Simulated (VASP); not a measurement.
Runs of VASP 6.6.1 on BN (Qingsongite). The structure is that of space group F-43m (No. 216), or close to it. The cells are those of the table. 

```tsv
cell	gap on the mesh (eV)	pressure (GPa)
a = 2.590 Å, angles 60.0°, 2 atoms	4.42	-10.8
a = 2.623 Å, angles 60.0°, 2 atoms	(b)	-22.5
a = 2.450 Å, angles 60.0°, 2 atoms	4.58	65.4
a = 2.486 Å, angles 60.0°, 2 atoms	4.54	40.7
a = 2.655 Å, angles 60.0°, 2 atoms	(a)	(c)
a = 2.522 Å, angles 60.0°, 2 atoms	4.50	20.3
```

Alike in all rows: task single point; level PBE; potentials or basis VASP PAW PBE potentials, release 64 (B, N); no spin polarisation; k mesh 10 × 10 × 10; cutoff (eV) 520; smearing gaussian 0.01 eV.

Task: Estimate the missing entries.

Result: (a) 4.33; (b) 4.37; (c) -32.2.

A k mesh can miss the band edges.
